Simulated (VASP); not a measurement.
Here is a VASP 6.6.1 calculation.

The input INCAR:

```
SYSTEM = Sn
ALGO     = Fast           ! electronic algorithm
EDIFF    = 1E-6           ! SCF threshold, eV
ENCUT    = 520            ! plane-wave cutoff, eV
GGA      = PS             ! functional
ISIF     = 2              ! what is computed and relaxed
ISMEAR   = 0              ! smearing method
LASPH    = .True.         ! aspherical terms in the spheres
LCHARG   = .False.        ! write CHGCAR
LREAL    = .False.        ! projectors in reciprocal space
LWAVE    = .False.        ! write WAVECAR
NBANDS   = 13             ! bands
NELM     = 100            ! most SCF steps
PREC     = Accurate       ! precision mode
SIGMA    = 0.15           ! smearing width, eV
```

Contents of KPOINTS:

```
k-points
0
Gamma
  20 20 20
  0 0 0
```

Contents of POSCAR:

```
Sn
1.0
   -1.8128659500      1.8643243500      2.4552591000
    1.8128659500     -1.8643243500      2.4552591000
    1.8128659500      1.8643243500     -2.4552591000
Sn
1
Direct
    0.0000000000      0.0000000000      0.0000000000
```

Potentials or basis: VASP PAW PBE potentials, release 64 (Sn_d).

Launch:

```bash
$ cat potpaw_PBE.64/Sn_d/POTCAR > POTCAR
$ mpirun -np 1 vasp_std > vasp.out
```

(1) Estimate the pressure.

(2) What does it give for the band gap on the k mesh?

Answers

(1) -7.3 GPa.

(2) zero (bands 7 and 8 overlap by 7.56 eV).

Caveat: the cell differs from its parent crystal (strain +0.050 along x and y, +0.050 along z); the cell stands under tension; the PAW data sets were made with another functional, which shifts forces and pressure a little; spin-orbit coupling is left out, which moves the levels of the heavy elements.
